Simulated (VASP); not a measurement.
The system is Dy2Ti.

```
Dy Ti
1.0
     0.00000    3.17237    3.17237
     3.17237    0.00000    3.17237
     3.17237    3.17237    0.00000
Dy Ti
2 1
Direct
  0.25000 0.25000 0.25000
  0.75000 0.75000 0.75000
  0.00000 0.00000 0.00000
```

The cell was generated, and may not be a known phase.

* Program: VASP 6.6.1
* Task: relaxation of cell and atoms
* Functional: PBE
* Potentials or basis: VASP PAW PBE potentials, release 64 (Dy_3, Ti_sv), 4f in core
* Cutoff: 500 eV
* k mesh: 5 × 5 × 5
* Occupations: gaussian, width 0.2 eV
* Spin: no spin polarisation

At the start: pressure 23.6 GPa; volume 21.28 Å³/atom.

Task: How do energy, volume and symmetry change on relaxing?

Result: Over 3 steps the energy falls by 533.5 meV/atom and the volume is 30.31 Å³/atom (+42.4 %); space group Fm-3m (No. 225, to 0.1 Å) before and after.

Step by step:
| step | energy change (eV) | largest force (eV/Å) | pressure (GPa) | volume (Å³) |
| --- | --- | --- | --- | --- |
| 1 | 0.0000 | 0.0000 | 23.58 | 63.85 |
| 2 | -1.5564 | 0.0000 | -2.22 | 97.39 |
| 3 | -1.6004 | 0.0000 | 0.17 | 90.92 |

Final structure:
```cif
data_structure
_symmetry_space_group_name_H-M 'P 1'
_symmetry_Int_Tables_number 1
_cell_length_a 5.0473
_cell_length_b 5.0473
_cell_length_c 5.0473
_cell_angle_alpha 60.000
_cell_angle_beta 60.000
_cell_angle_gamma 60.000
_cell_volume 90.92
loop_
_atom_site_label
_atom_site_type_symbol
_atom_site_fract_x
_atom_site_fract_y
_atom_site_fract_z
_atom_site_occupancy
Dy1 Dy 0.25000 0.25000 0.25000 1
Dy2 Dy 0.75000 0.75000 0.75000 1
Ti1 Ti 0.00000 0.00000 0.00000 1
```

Caveat: the volume moved by over 15 % at a fixed basis, so the end points are rough.
